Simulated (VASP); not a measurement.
Runs of VASP 6.6.1 on PbS. The structure is that of space group Fm-3m (No. 225), or close to it. The cells are those of the table. 

| level | spin | cell | k mesh | cutoff (eV) | smearing | gap on the mesh (eV) | pressure (GPa) | moment (μB) |
| --- | --- | --- | --- | --- | --- | --- | --- | --- |
| r2SCAN | non-collinear, zero start, SOC | a = 4.309 Å, angles 60.0°, 2 atoms | 8 × 8 × 8 | 520 | fermi-dirac 0.02 eV | - | -3.2 | 0.00 |
| PBE | off | a = 4.182 Å, angles 60.0°, 2 atoms | 8 × 8 × 8 | 500 | fermi-dirac 0.02 eV | 0.33 | 2.7 | - |
| r2SCAN | non-collinear, zero start, SOC | a = 4.394 Å, angles 60.0°, 2 atoms | 8 × 8 × 8 | 520 | fermi-dirac 0.02 eV | - | -5.4 | 0.00 |
| HSE06 | off | a = 4.056 Å, angles 60.0°, 2 atoms | 6 × 6 × 6 | 520 | fermi-dirac 0.02 eV | 0.29 | (a) | - |
| PBE | off | a = 4.309 Å, angles 60.0°, 2 atoms | 8 × 8 × 8 | 500 | fermi-dirac 0.02 eV | 0.63 | (b) | - |
| PBE | off | a = 4.182 Å, angles 60.0°, 2 atoms | 4 × 4 × 4 | 500 | gaussian 0.01 eV | 0.33 | 2.8 | - |
| HSE06 | off | a = 4.182 Å, angles 60.0°, 2 atoms | 6 × 6 × 6 | 520 | gaussian 0.01 eV | 0.75 | 1.5 | - |

**Question.** Estimate the missing entries.

**Answer.** (a) 8.6; (b) -2.1.

Caveats: some runs use coarse meshes; spin-orbit coupling is left out, which moves the levels of the heavy elements (at least some runs); the PAW data sets were made with another functional, which shifts forces and pressure a little (at least some runs); the cell stands under tension (at least some runs); the cell stands under pressure (at least some runs).

A k mesh can miss the band edges, and rows without SOC leave out spin-orbit coupling on Pb.
